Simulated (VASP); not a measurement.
Crystal: WC.

```xyz
2
Lattice="0.0000 2.1927 2.1927 2.1927 0.0000 2.1927 2.1927 2.1927 0.0000" Properties=species:S:1:pos:R:3 pbc="T T T"
W     0.0000    0.0000    0.0000
C     2.1927    2.1927    2.1927
```

| Property | Result |
| --- | --- |
| Program | VASP 6.6.1 |
| Task | relaxation of cell and atoms |
| Functional | PBEsol |
| Potentials or basis | VASP PAW PBE potentials, release 64 (W_sv, C) |
| Cutoff | 600 eV |
| k mesh | 11 × 11 × 11 |
| Occupations | methfessel-paxton, width 0.1 eV |
| Spin | no spin polarisation |

At the start: pressure -9.1 GPa; volume 10.54 Å³/atom.

Question: Where does the relaxation end?

Answer: Over 3 steps the energy falls by 7.5 meV/atom and the volume is 10.29 Å³/atom (-2.4 %); space group Fm-3m (No. 225, to 0.05 Å).

The path:
```csv
step,energy change (eV),largest force (eV/Å),pressure (GPa),volume (Å³)
1,0.0000,0.0000,-9.11,21.08
2,0.0906,0.0000,28.33,19.31
3,-0.0149,0.0000,-0.20,20.58
```

Final structure:
```cif
data_structure
_symmetry_space_group_name_H-M 'P 1'
_symmetry_Int_Tables_number 1
_cell_length_a 3.0761
_cell_length_b 3.0761
_cell_length_c 3.0761
_cell_angle_alpha 60.000
_cell_angle_beta 60.000
_cell_angle_gamma 60.000
_cell_volume 20.58
loop_
_atom_site_label
_atom_site_type_symbol
_atom_site_fract_x
_atom_site_fract_y
_atom_site_fract_z
_atom_site_occupancy
W1 W 0.00000 0.00000 0.00000 1
C1 C 0.50000 0.50000 0.50000 1
```

Caveat: the PAW data sets were made with another functional, which shifts forces and pressure a little.
